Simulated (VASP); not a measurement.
A run of VASP 6.6.1:

Contents of INCAR:

```
SYSTEM = Co
ALGO = Normal ; EDIFF = 1E-6
ENCUT = 520 ; GGA = RP
ISIF = 2 ; ISMEAR = -1
ISPIN = 2 ; LASPH = .TRUE.
LCHARG = .FALSE. ; LMAXMIX = 4
LORBIT = 11 ; LREAL = .FALSE.
LWAVE = .FALSE. ; MAGMOM = 1.772
NBANDS = 14 ; NELM = 150
PREC = Accurate ; SIGMA = 0.05
```

Contents of KPOINTS:

```
k-points
0
G
  17 17 17
  0 0 0
```

File POSCAR:

```
Co
1.0
    0.0000000000      1.7528682151      1.7528682151
    1.7528682151      0.0000000000      1.7528682151
    1.7528682151      1.7528682151      0.0000000000
Co
1
Direct
    0.0000000000      0.0000000000      0.0000000000
```

Potentials or basis: VASP PAW PBE potentials, release 64 (Co).

Command:

```bash
$ cat potpaw_PBE.64/Co/POTCAR > POTCAR
$ mpirun -np 1 vasp_std > vasp.out
```

Hardware: 1 thread of Intel(R) Xeon(R) Platinum 8488C (Sapphire Rapids), with other jobs on the host.

Q: How long does it take, and how much memory?

A: Wall time 42 s on 1 thread of Intel(R) Xeon(R) Platinum 8488C (Sapphire Rapids) (shared host), peak memory 0.15 GiB. Counts: scf iterations 14, k points 165.
